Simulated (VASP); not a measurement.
# PtS2 in VASP: a series of runs, part 2 of 2

VASP 6.6.1.

## 4. Single point, PBE+D3(BJ) (dynamics (nvt langevin) at 200 K, volume x 1.0, from the last frame before)

The input, INCAR:

```
SYSTEM = PtS2
ALGO = Normal
EDIFF = 1E-6
ENCUT = 520
GGA = PE
ISIF = 2
ISMEAR = -1
IVDW = 12
LASPH = .TRUE.
LCHARG = .FALSE.
LREAL = Auto
LWAVE = .FALSE.
NBANDS = 81
NELM = 60
PREC = Accurate
SIGMA = 0.02
```

The input, KPOINTS:

```
Automatic mesh
0
Gamma
  2 2 2
  0.5 0.5 0.5
```

The input, POSCAR:

```
PtS2
1.0
    5.3147992137     -3.0685007567      0.0000000000
   -5.3147992137     -3.0685007567      0.0000000000
    0.0000000000      0.0000000000    -10.0776000000
Pt S
6 12
Direct
    0.3262290011      0.6607503872      0.4984961697
    0.3340288798      0.6701840060      0.0029484203
    0.6659915931      0.3353918979      0.4996894102
    0.6715102566      0.3395519024     -0.0004665793
   -0.0032599874     -0.0105232909      0.5012875089
    0.0016323914     -0.0004461443     -0.0003271612
    1.0001500419      0.3123586780      0.3767764150
    0.9929413249      0.3290453134      0.8808760022
    0.3440223301      0.9954956710      0.3716009764
    0.3470176795      1.0060792657      0.8783394856
    0.6626657046      0.6571733052      0.3765412400
    0.6602898041      0.6629375052      0.8854610225
    0.3369220542      0.3348881109      0.1197271176
    0.3231838810      0.3364118501      0.6188114234
    0.6818533358      1.0069036210      0.1170136739
    0.6571420762      0.9974721484      0.6180706716
    0.0134118045      0.6736549969      0.1232229896
    0.0007603661      0.6672596745      0.6177043145
```

Potentials or basis: VASP PAW PBE potentials, release 64 (Pt, S).

On the command line:

```
$ cat potpaw_PBE.64/Pt/POTCAR potpaw_PBE.64/S/POTCAR > POTCAR
$ mpirun -np 1 vasp_std > vasp.out
```

OUTCAR:

```text
SYSTEM = PtS2
   EDIFF = 1E-6
   ENCUT = 520
   GGA = PE
   ISIF = 2
   ISMEAR = -1
   IVDW = 12
   LASPH = .TRUE.
   LREAL = Auto
   NELM = 60
   PREC = Accurate
 IVDW          = 12

 ion  position               nearest neighbor table
   1  0.326  0.661  0.498-  14 2.32  18 2.35   9 2.38  16 2.38   7 2.41  11 2.41
   2  0.334  0.670  0.003-  17 2.32  12 2.35  13 2.38  10 2.38  15 2.40   8 2.43
   3  0.666  0.335  0.500-  11 2.34  18 2.37  16 2.37   9 2.41  14 2.42   7 2.46   5 3.48
   4  0.672  0.340  1.000-  12 2.32   8 2.34  10 2.36  13 2.37  15 2.39  17 2.42
   5  0.997  0.989  0.501-  18 2.31   7 2.34  14 2.38  11 2.40  16 2.42   9 2.48   3 3.48
   6  0.002  1.000  1.000-  15 2.31   8 2.37  12 2.38  13 2.39  17 2.39  10 2.43
   7  0.000  0.312  0.377-   5 2.34   1 2.41   3 2.46
   8  0.993  0.329  0.881-   4 2.34   6 2.37   2 2.43
   9  0.344  0.995  0.372-   1 2.38   3 2.41   5 2.48
  10  0.347  0.006  0.878-   4 2.36   2 2.38   6 2.43
  11  0.663  0.657  0.377-   3 2.34   5 2.40   1 2.41
  12  0.660  0.663  0.885-   4 2.32   2 2.35   6 2.38
  13  0.337  0.335  0.120-   4 2.37   2 2.38   6 2.39
  14  0.323  0.336  0.619-   1 2.32   5 2.38   3 2.42
  15  0.682  0.007  0.117-   6 2.31   4 2.39   2 2.40
  16  0.657  0.997  0.618-   3 2.37   1 2.38   5 2.42
  17  0.013  0.674  0.123-   2 2.32   6 2.39   4 2.42
  18  0.001  0.667  0.618-   5 2.31   1 2.35   3 2.37

  LATTYP: Found a hexagonal cell.
 ALAT       =     6.1370015134
 C/A-ratio  =     1.6421048582

  Lattice vectors:

 A1 = (   5.3147992137,  -3.0685007567,   0.0000000000)
 A2 = (  -5.3147992137,  -3.0685007567,   0.0000000000)
 A3 = (   0.0000000000,   0.0000000000, -10.0776000000)

Analysis of symmetry for initial positions (statically):
=====================================================================
 Subroutine PRICEL returns:
 Original cell was already a primitive cell.

 Routine SETGRP: Setting up the symmetry group for a
 hexagonal supercell.

 Subroutine GETGRP returns: Found  1 space group operations
 (whereof  1 operations were pure point group operations)
 out of a pool of 24 trial point group operations.

The static configuration has the point symmetry C_1 .

Analysis of symmetry for dynamics (positions and initial velocities):
=====================================================================
 Subroutine PRICEL returns:
 Original cell was already a primitive cell.

 Routine SETGRP: Setting up the symmetry group for a
 hexagonal supercell.

 Subroutine GETGRP returns: Found  1 space group operations
 (whereof  1 operations were pure point group operations)
 out of a pool of 24 trial point group operations.

The dynamic configuration has the point symmetry C_1 .

 Subroutine INISYM returns: Found  1 space group operations
 (whereof  1 operations are pure point group operations),
 and found     1 'primitive' translations

----------------------------------------------------------------------------------------

                                     Primitive cell

  volume of cell :     328.7004

  direct lattice vectors                    reciprocal lattice vectors
     5.314799214 -3.068500757  0.000000000     0.094076931 -0.162946025  0.000000000
    -5.314799214 -3.068500757  0.000000000    -0.094076931 -0.162946025  0.000000000
     0.000000000  0.000000000-10.077600000     0.000000000  0.000000000 -0.099229975

[... 81 lines left out ...]
  0.250000 -0.250000  0.250000      2.000000
  0.250000  0.000000  0.250000      2.000000
  0.000000  0.250000  0.250000      2.000000
   k-points           NKPTS =     12   k-points in BZ     NKDIM =     12   number of bands    NBANDS=     81
   number of dos      NEDOS =    301   number of ions     NIONS =     18
   total plane-waves  NPLWV = 184320
   dimension x,y,z NGX =    48 NGY =   48 NGZ =   80
   dimension x,y,z NGXF=    96 NGYF=   96 NGZF=  160
   ions per type =               6  12
   NGX,Y,Z   is equivalent  to a cutoff of  13.00, 13.00, 13.20 a.u.
   NGXF,Y,Z  is equivalent  to a cutoff of  26.01, 26.01, 26.39 a.u.
 SYSTEM =  PtS2
   PREC   = accura    normal or accurate (medium, high low for compatibility)
   ISTART =      0    job   : 0-new  1-cont  2-samecut
   ICHARG =      2    charge: 1-file 2-atom 10-const
   ISPIN  =      1    spin polarized calculation?
   LNONCOLLINEAR =      F non collinear calculations
   LSORBIT =      F    spin-orbit coupling
   LASPH  =      T    aspherical Exc in radial PAW
   ENCUT  =  520.0 eV  38.22 Ry    6.18 a.u.  11.41 11.41 18.74*2*pi/ulx,y,z
   NELM   =     60;   NELMIN=  2; NELMDL= -5     # of ELM steps
   EDIFF  = 0.1E-05   stopping-criterion for ELM
   LREAL  =      T    real-space projection
   EDIFFG = 0.1E-04   stopping-criterion for IOM
   NSW    =      0    number of steps for IOM
   IBRION =     -1    ionic relax: 0-MD 1-quasi-New 2-CG
   NFREE  =      0    steps in history (QN), initial steepest desc. (CG)
   ISIF   =      2    stress and relaxation
   ISYM   =      2    0-nonsym 1-usesym 2-fastsym
   POTIM  = 0.5000    time-step for ionic-motion
   TEBEG  =    0.0;   TEEND  =   0.0 temperature during run
   PSTRESS=    0.0 pullay stress
   NELECT =     132.0000    total number of electrons
   NUPDOWN=      -1.0000    fix difference up-down
   EMIN   =  10.00;   EMAX   =-10.00  energy-range for DOS
   EFERMI =   0.00;   METHOD = LEGACY
   ISMEAR =    -1;   SIGMA  =   0.02  broadening in eV -4-tet -1-fermi 0-gaus
   EFERMI_NEDOS =   21; number of points for ismear=-14 and -15
   IALGO  =     38    algorithm
   IMIX   =      4    mixing-type and parameters
     AMIX     =   0.40;   BMIX     =  1.00
     AMIX_MAG =   1.60;   BMIX_MAG =  1.00
  volume/ion in A,a.u.               =      18.26       123.23
  Fermi-wavevector in a.u.,A,eV,Ry     =   1.207812  2.282434 19.848319  1.458810
  Thomas-Fermi vector in A             =   2.343439
   LORBIT       =      0    0 simple, 1 ext, 2 COOP (PROOUT), +10 PAW based schemes
   GGA     = PE    functional components
   LHFCALC =     F    Hartree Fock is set to
   AEXX    =    0.0000 exact exchange contribution
   IVDW    =    12    specifies the selected vdW correction
   LEPSILON=     F    determine dielectric tensor
   LRPA    =     F    only Hartree local field effects (RPA)
 non-spin polarized calculation
  energy-cutoff  :      520.00
  volume of cell :      328.70
 maximum number of plane-waves:      8854
 NGX is ok and might be reduce to    48
   NGX = 23   NGY = 23   NGZ = 37

 number of electron     132.0000000 magnetization

 Free energy of the ion-electron system (eV)
  ---------------------------------------------------
  ext. energy  EPLUGINS =         0.00000000
  ---------------------------------------------------
  free energy    TOTEN  =       -91.90101888 eV

  energy without entropy =      -91.90101888  energy(sigma->0) =      -91.90101888

 E-fermi :   7.0716     XC(G=0): -10.6478

 val. band max:        6.6269167253   @ k =  -0.2500  -0.0000   0.2500
 cond. band min:       7.4937335715   @ k =  -0.2500  -0.2500   0.2500
 fundamental gap:      0.8668168462
 Fermi energy:         7.0715583387

 k-point     1 :       0.2500    0.2500    0.2500
  band No.  band energies     occupation
      1      -7.8131      2.00000
      2      -7.4994      2.00000
      3      -7.1220      2.00000
      4      -7.0337      2.00000
      5      -6.8342      2.00000
      6      -6.7424      2.00000
[... 961 lines left out ...]
     77       8.9727      0.00000
     78       9.1323      0.00000
 [bands above 78 left out]

------------------------ aborting loop because EDIFF is reached ----------------------------------------

 Edisp (eV)   -7.63213

 E8    (eV) :    -3.0556

  FORCE on cell =-STRESS in cart. coord.  units (eV):
  Direction    XX          YY          ZZ          XY          YZ          ZX
  --------------------------------------------------------------------------------------
  -------------------------------------------------------------------------------------
  Total       6.62943     3.76925     1.51849     1.38351    -2.49001    -2.63572
  in kB      32.31368    18.37237     7.40154     6.74364   -12.13703   -12.84723
  external pressure =       19.36 kB  Pullay stress =        0.00 kB

 VOLUME and BASIS-vectors are now :
 -----------------------------------------------------------------------------
  energy-cutoff  :      520.00
  volume of cell :      328.70
      direct lattice vectors                 reciprocal lattice vectors
     5.314799214 -3.068500757  0.000000000     0.094076931 -0.162946025  0.000000000
    -5.314799214 -3.068500757  0.000000000    -0.094076931 -0.162946025  0.000000000
     0.000000000  0.000000000-10.077600000     0.000000000  0.000000000 -0.099229975

 POSITION                                       TOTAL-FORCE (eV/Angst)
 -----------------------------------------------------------------------------------
     -1.77791     -3.02855     -5.02364         0.303883     -0.333983      0.692443
     -1.78660     -3.08143     -0.02971         0.511388     -0.131871      0.374511
      1.75707     -3.07275     -5.03567         0.630271      0.652356      0.345908
      1.76429     -3.10244    -10.07290         0.310539      0.222951     -0.738028
      0.03860     -6.09471     -5.05177        -0.457620     -0.367032      0.746206
     -5.30375     -3.07214    -10.07430         0.347885     -0.505739      0.270704
[... 10 lines left out ...]
     -3.50906     -2.10826     -1.24179        -0.522347      0.516108     -0.217449
     -3.54231     -2.04982     -6.22498         0.194720      0.391558     -0.721595
 -----------------------------------------------------------------------------------
    total drift:                               -0.005662     -0.004453     -0.006292

  FREE ENERGIE OF THE ION-ELECTRON SYSTEM (eV)
  ---------------------------------------------------
  free  energy   TOTEN  =       -99.5331475092 eV

  energy  without entropy=      -99.5331475090  energy(sigma->0) =      -99.53314751
```

Run time: 8.2 min. Hardware: 1 thread of Intel Xeon Platinum 8488C (Sapphire Rapids), shared host; peak memory 0.53 GiB.

Results:

```yaml
Free_energy: -99.5331 eV
Pressure: 1.9 GPa
Largest_force: 1.021 eV/Å
Band_gap_on_the_k_mesh: 0.87 eV
Dispersion_energy_per_atom: -0.424 eV
```

Forces on the atoms (eV/Å):
```
Pt   0.304 -0.334  0.692
Pt   0.511 -0.132  0.375
Pt   0.630  0.652  0.346
Pt   0.311  0.223 -0.738
Pt  -0.458 -0.367  0.746
Pt   0.348 -0.506  0.271
S   -0.985 -0.269 -0.002
S    0.264 -0.645  0.418
S   -0.707  0.211 -0.427
S   -0.360  0.500  0.166
S   -0.221 -0.280  0.006
S   -0.010 -0.456  0.902
S   -0.063  0.098 -0.367
S    0.851  0.049 -0.427
S   -0.481  0.504 -0.689
S    0.394 -0.157 -0.333
S   -0.522  0.516 -0.217
S    0.195  0.392 -0.722
```

Stress tensor (GPa, compression positive):
```
 3.23  0.67 -1.28
 0.67  1.84 -1.21
-1.28 -1.21  0.74
```

Levels at points of the mesh, in eV from the valence-band top:
```tsv
k point	band 62	band 63	band 64	band 65	band 66	band 67	band 68	band 69	band 70	band 71
(0.25, 0.25, 0.25)	-1.17	-0.98	-0.95	-0.84	-0.27	1.10	1.18	1.30	1.54	1.67
```

Caveat: the k points lie up to 0.59 Å⁻¹ apart; spin-orbit coupling is left out, which moves the levels of the heavy elements; forces of over 1 eV/Å act on the atoms, so gaps and moduli don't describe the material at rest. A k mesh can miss the band edges.

## 5. Single point, PBE+D3(BJ) (dynamics (nvt langevin) at 200 K, volume x 1.0, from the last frame before)

The input, INCAR:

```
SYSTEM = PtS2
PREC = Accurate ; ENCUT = 520
EDIFF = 1E-6 ; ISMEAR = -1
SIGMA = 0.02 ; LREAL = Auto
LASPH = .TRUE. ; NELM = 60
ALGO = Normal ; ISIF = 2
LWAVE = .FALSE. ; LCHARG = .FALSE.
GGA = PE ; IVDW = 12
NBANDS = 81
```

KPOINTS is that of step 4.

The input, POSCAR:

```
PtS2
1.0
    5.3147992137     -3.0685007567      0.0000000000
   -5.3147992137     -3.0685007567      0.0000000000
    0.0000000000      0.0000000000    -10.0776000000
Pt S
6 12
Direct
    0.3235396140      0.6577405741      0.4963283917
    0.3353531811      0.6697259257      0.0044815234
    0.6634949921      0.3324845570      0.4997557950
    0.6733771181      0.3399411916     -0.0001550965
   -0.0042408776     -0.0152168331      0.5009285941
    0.0035661223     -0.0011049855     -0.0008260895
    0.9947598770      0.3128246139      0.3779632055
    1.0026672524      0.3334549535      0.8800346313
    0.3403665845      0.9966886504      0.3744769588
    0.3420079880      0.9975898567      0.8763064619
    0.6615361253      0.6553656194      0.3775894062
    0.6572189674      0.6662354887      0.8831581924
    0.3349518547      0.3346464810      0.1182397595
    0.3226795277      0.3303449161      0.6167219378
    0.6788131777      1.0047585108      0.1169856910
    0.6589334816      0.9939391758      0.6162071327
    0.0115123864      0.6776342581      0.1213727475
   -0.0001540593      0.6643562745      0.6201111376
```

Potentials or basis: VASP PAW PBE potentials, release 64 (Pt, S).

On the command line:

```
$ cat potpaw_PBE.64/Pt/POTCAR potpaw_PBE.64/S/POTCAR > POTCAR
$ mpirun -np 1 vasp_std > vasp.out
```

OUTCAR:

```text
SYSTEM = PtS2
   PREC = Accurate
   ENCUT = 520
   EDIFF = 1E-6
   ISMEAR = -1
   LREAL = Auto
   LASPH = .TRUE.
   NELM = 60
   ISIF = 2
   GGA = PE
   IVDW = 12
 IVDW          = 12

 ion  position               nearest neighbor table
   1  0.324  0.658  0.496-  14 2.34  18 2.36   9 2.37   7 2.39  16 2.39  11 2.40   5 3.48
   2  0.335  0.670  0.004-  17 2.33  12 2.33  13 2.35  15 2.37  10 2.37   8 2.41
   3  0.663  0.332  0.500-  11 2.34  16 2.37  18 2.38   9 2.38  14 2.40   7 2.43   5 3.47
   4  0.673  0.340  1.000-  12 2.37   8 2.37  13 2.38  15 2.39  17 2.41  10 2.41
   5  0.996  0.985  0.501-  18 2.32   7 2.37  14 2.37  11 2.39  16 2.40   9 2.44   3 3.47   1 3.48

   6  0.004  0.999  0.999-  15 2.34  17 2.35  13 2.37   8 2.38  12 2.39  10 2.42
   7  0.995  0.313  0.378-   5 2.37   1 2.39   3 2.43
   8  0.003  0.333  0.880-   4 2.37   6 2.38   2 2.41
   9  0.340  0.997  0.374-   1 2.37   3 2.38   5 2.44
  10  0.342  0.998  0.876-   2 2.37   4 2.41   6 2.42
  11  0.662  0.655  0.378-   3 2.34   5 2.39   1 2.40
  12  0.657  0.666  0.883-   2 2.33   4 2.37   6 2.39
  13  0.335  0.335  0.118-   2 2.35   6 2.37   4 2.38
  14  0.323  0.330  0.617-   1 2.34   5 2.37   3 2.40
  15  0.679  0.005  0.117-   6 2.34   2 2.37   4 2.39
  16  0.659  0.994  0.616-   3 2.37   1 2.39   5 2.40
  17  0.012  0.678  0.121-   2 2.33   6 2.35   4 2.41
  18  1.000  0.664  0.620-   5 2.32   1 2.36   3 2.38

  LATTYP: Found a hexagonal cell.
 ALAT       =     6.1370015134
 C/A-ratio  =     1.6421048582

  Lattice vectors:

 A1 = (   5.3147992137,  -3.0685007567,   0.0000000000)
 A2 = (  -5.3147992137,  -3.0685007567,   0.0000000000)
 A3 = (   0.0000000000,   0.0000000000, -10.0776000000)

Analysis of symmetry for initial positions (statically):
=====================================================================
 Subroutine PRICEL returns:
 Original cell was already a primitive cell.

 Routine SETGRP: Setting up the symmetry group for a
 hexagonal supercell.

[... 160 lines left out ...]
  Thomas-Fermi vector in A             =   2.343439
   LORBIT       =      0    0 simple, 1 ext, 2 COOP (PROOUT), +10 PAW based schemes
   GGA     = PE    functional components
   LHFCALC =     F    Hartree Fock is set to
   AEXX    =    0.0000 exact exchange contribution
   IVDW    =    12    specifies the selected vdW correction
   LEPSILON=     F    determine dielectric tensor
   LRPA    =     F    only Hartree local field effects (RPA)
 non-spin polarized calculation
  energy-cutoff  :      520.00
  volume of cell :      328.70
 maximum number of plane-waves:      8854
 NGX is ok and might be reduce to    48
   NGX = 23   NGY = 23   NGZ = 37

 number of electron     132.0000003 magnetization

 Free energy of the ion-electron system (eV)
  ---------------------------------------------------
  ext. energy  EPLUGINS =         0.00000000
  ---------------------------------------------------
  free energy    TOTEN  =       -92.00585210 eV

  energy without entropy =      -92.00585210  energy(sigma->0) =      -92.00585210

 E-fermi :   7.0724     XC(G=0): -10.6446

 val. band max:        6.6253772555   @ k =  -0.2500   0.2500   0.2500
 cond. band min:       7.5053852835   @ k =  -0.2500  -0.2500   0.2500
 fundamental gap:      0.8800080281
 Fermi energy:         7.0723527049

 k-point     1 :       0.2500    0.2500    0.2500
  band No.  band energies     occupation
      1      -7.8024      2.00000
      2      -7.5145      2.00000
      3      -7.1205      2.00000
      4      -7.0348      2.00000
      5      -6.8482      2.00000
      6      -6.7556      2.00000
[... 961 lines left out ...]
     77       8.9607      0.00000
     78       9.1326      0.00000
 [bands above 78 left out]

------------------------ aborting loop because EDIFF is reached ----------------------------------------

 Edisp (eV)   -7.63079

 E8    (eV) :    -3.0549

  FORCE on cell =-STRESS in cart. coord.  units (eV):
  Direction    XX          YY          ZZ          XY          YZ          ZX
  --------------------------------------------------------------------------------------
  -------------------------------------------------------------------------------------
  Total       6.50193     4.21881     1.87227     1.15426    -2.04467    -2.16308
  in kB      31.69223    20.56368     9.12597     5.62620    -9.96627   -10.54344
  external pressure =       20.46 kB  Pullay stress =        0.00 kB

 VOLUME and BASIS-vectors are now :
 -----------------------------------------------------------------------------
  energy-cutoff  :      520.00
  volume of cell :      328.70
      direct lattice vectors                 reciprocal lattice vectors
     5.314799214 -3.068500757  0.000000000     0.094076931 -0.162946025  0.000000000
    -5.314799214 -3.068500757  0.000000000    -0.094076931 -0.162946025  0.000000000
     0.000000000  0.000000000-10.077600000     0.000000000  0.000000000 -0.099229975

 POSITION                                       TOTAL-FORCE (eV/Angst)
 -----------------------------------------------------------------------------------
     -1.77621     -3.01106     -5.00180         0.420641     -0.402228      0.155930
     -1.77712     -3.08409     -0.04516         0.194302     -0.038083      0.585149
      1.75925     -3.05616     -5.03634         0.733796      0.509080      0.156908
      1.77214     -3.10937    -10.07604         0.154694      0.376843     -0.074063
      0.05833     -6.07730     -5.04816        -0.825793     -0.479554      0.718985
     -5.28997     -3.07605    -10.06928        -0.138751     -0.405687      0.499182
[... 10 lines left out ...]
     -3.54030     -2.11465     -1.22315        -0.142089      0.681615     -0.449882
      1.78306     -5.10661     -6.24923         0.243004      0.386129     -0.421901
 -----------------------------------------------------------------------------------
    total drift:                                0.003516      0.001557      0.002542

  FREE ENERGIE OF THE ION-ELECTRON SYSTEM (eV)
  ---------------------------------------------------
  free  energy   TOTEN  =       -99.6366385315 eV

  energy  without entropy=      -99.6366385314  energy(sigma->0) =      -99.63663853
```

Wall time 8.7 min (1 thread of Intel Xeon Platinum 8488C (Sapphire Rapids), shared host); peak memory 0.52 GiB.

Results:

```yaml
Free_energy: -99.6366 eV
Pressure: 2.0 GPa
Largest_force: 1.195 eV/Å
Band_gap_on_the_k_mesh: 0.88 eV
Dispersion_energy_per_atom: -0.424 eV
```

Forces in eV/Å, atoms in the order of the input:
```
Pt   0.421 -0.402  0.156
Pt   0.194 -0.038  0.585
Pt   0.734  0.509  0.157
Pt   0.155  0.377 -0.074
Pt  -0.826 -0.480  0.719
Pt  -0.139 -0.406  0.499
S   -0.605 -0.185  0.163
S   -0.079 -0.164  0.222
S   -0.462  0.301 -0.076
S   -0.439 -0.093 -0.105
S   -0.227 -0.196  0.225
S    0.562 -0.386  0.599
S    0.291  0.025 -0.566
S    0.490 -0.064 -0.514
S   -0.383  0.111 -0.681
S    0.213  0.024 -0.437
S   -0.142  0.682 -0.450
S    0.243  0.386 -0.422
```

Caveat: the k points lie up to 0.59 Å⁻¹ apart; spin-orbit coupling is left out, which moves the levels of the heavy elements; forces of over 1 eV/Å act on the atoms, so gaps and moduli don't describe the material at rest. A k mesh can miss the band edges.
